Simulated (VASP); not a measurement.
The system is GeN.

```
CELL_PARAMETERS angstrom
-1.48374 2.87848 2.44641
1.48374 -2.87848 2.44641
1.48374 2.87848 -2.44641
ATOMIC_POSITIONS crystal
Ge 0.25895 0.60571 0.65324
Ge 0.95247 0.60571 0.34676
N 0.01163 0.26301 0.74862
N 0.51439 0.26301 0.25138
```

The cell was generated, and may not be a known phase.

* Program: VASP 6.6.1
* Task: relaxation of cell and atoms
* Functional: PBE
* Potentials or basis: VASP PAW PBE potentials, release 64 (Ge_d, N)
* Cutoff: 600 eV
* k mesh: 6 × 6 × 6
* Occupations: gaussian, width 0.1 eV
* Spin: no spin polarisation

At the start: pressure 108.0 GPa; volume 10.45 Å³/atom.

Question: How do energy, volume and symmetry change on relaxing?

Answer: Over 31 steps the energy falls by 1794.8 meV/atom and the volume is 14.85 Å³/atom (+42.1 %); space group Imm2 (No. 44, to 0.1 Å) before and after.

The path:
```csv
step,energy change (eV),largest force (eV/Å),pressure (GPa),volume (Å³)
1,0.0000,22.6864,108.00,41.79
2,-2.5245,2.4263,-28.35,95.99
3,-4.3775,3.7756,16.02,60.81
4,-5.7257,3.2192,-3.70,69.58
5,-5.8933,2.0837,-11.52,74.16
6,-5.8818,2.5166,-8.95,72.47
7,-6.8713,1.9785,-3.54,64.02
8,-7.0071,1.9478,2.12,60.03
9,-6.4135,4.9861,9.52,56.27
10,-7.1229,0.7499,2.20,58.88
11,-7.1456,0.6149,-1.00,60.78
12,-7.1581,0.2908,0.20,60.06
13,-7.1654,0.1105,-0.73,60.30
14,-7.1657,0.0977,-1.11,60.36
15,-7.1704,0.1016,-0.19,59.96
16,-7.1708,0.1086,0.32,59.76
17,-7.1708,0.1083,0.26,59.78
18,-7.1720,0.0961,0.13,59.86
19,-7.1729,0.0830,-0.05,59.95
20,-7.1723,0.1146,-0.12,60.14
21,-7.1730,0.0756,-0.18,60.01
22,-7.1739,0.0661,-0.16,60.00
23,-7.1754,0.0870,-0.45,59.98
24,-7.1756,0.1346,-0.54,59.97
25,-7.1764,0.1191,-0.34,59.88
26,-7.1776,0.0925,0.00,59.69
27,-7.1784,0.0431,0.38,59.32
28,-7.1783,0.0336,0.72,59.24
29,-7.1784,0.0409,0.58,59.30
30,-7.1792,0.0328,0.29,59.36
31,-7.1793,0.0276,0.04,59.41
```

Final structure:
```xyz
4
Lattice="-1.5461 3.7261 2.5779 1.5461 -3.7261 2.5779 1.5461 3.7261 -2.5779" Properties=species:S:1:pos:R:3 pbc="T T T"
Ge    1.5461    2.4852    0.5555
Ge    0.0000    1.2409    3.1333
N     1.5461    1.9213   -1.2323
N     0.0000    1.8049    1.3455
```

Caveat: the volume moved by over 15 % at a fixed basis, so the end points are rough.
